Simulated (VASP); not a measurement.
Runs of VASP 6.6.1 on Y. The structure is that of space group P6_3/mmc (No. 194), or close to it. The cells are those of the table. 

```tsv
task	level	potentials or basis	cell	k mesh	cutoff (eV)	smearing	dipole correction	tolerance level	purpose	passes	gap on the mesh (eV)	pressure (GPa)
single point	LDA	VASP PAW LDA potentials, release 64 (Y_sv)	a = 3.598, b = 3.598, c = 5.653 Å, angles 90.0, 90.0, 120.0°, 2 atoms	8 × 8 × 5	520	fermi-dirac 0.05 eV	no	-	-	-	none	(a)
single point	LDA	VASP PAW LDA potentials, release 64 (Y_sv)	a = 3.647, b = 3.647, c = 5.731 Å, angles 90.0, 90.0, 120.0°, 2 atoms	8 × 8 × 5	520	fermi-dirac 0.05 eV	no	-	-	-	none	-3.9
single point	LDA	VASP PAW LDA potentials, release 64 (Y_sv)	a = 3.695, b = 3.695, c = 5.806 Å, angles 90.0, 90.0, 120.0°, 2 atoms	8 × 8 × 5	520	fermi-dirac 0.05 eV	no	-	-	-	none	-5.1
single point	LDA	VASP PAW LDA potentials, release 64 (Y_sv)	a = 3.672, b = 3.672, c = 5.769 Å, angles 90.0, 90.0, 120.0°, 2 atoms	8 × 8 × 5	520	fermi-dirac 0.05 eV	no	-	-	-	none	-4.5
single point	LDA	VASP PAW LDA potentials, release 64 (Y_sv)	a = 3.623, b = 3.623, c = 5.692 Å, angles 90.0, 90.0, 120.0°, 2 atoms	8 × 8 × 5	520	fermi-dirac 0.05 eV	no	-	-	-	none	-3.2
single point	LDA	VASP PAW LDA potentials, release 64 (Y_sv)	a = 3.719, b = 3.719, c = 5.843 Å, angles 90.0, 90.0, 120.0°, 2 atoms	8 × 8 × 5	520	fermi-dirac 0.05 eV	no	-	-	-	none	-5.6
relaxation of cell and atoms	PBEsol	VASP PAW PBE potentials, release 64 (Y_sv)	relaxed from a = 3.684, b = 3.684, c = 5.787 Å, angles 90.0, 90.0, 120.0°, 2 atoms	11 × 11 × 7	650	methfessel-paxton 0.05 eV	-	tight	cell	3	none	0.0
single point	LDA	VASP PAW LDA potentials, release 64 (Y_sv)	a = 3.573, b = 3.573, c = 5.614 Å, angles 90.0, 90.0, 120.0°, 2 atoms	8 × 8 × 5	520	fermi-dirac 0.05 eV	no	-	-	-	none	(b)
```

Alike in all rows: no spin polarisation.

Problem. Fill in the values left out.

Solution. (a) -2.5; (b) -1.7.

Caveats: the cell stands under tension (at least some runs); the PAW data sets were made with another functional, which shifts forces and pressure a little (at least some runs).

A k mesh can miss the band edges, and the runs leave out spin-orbit coupling on Y.

A gap of «none» marks levels without a gap at the run's occupations.
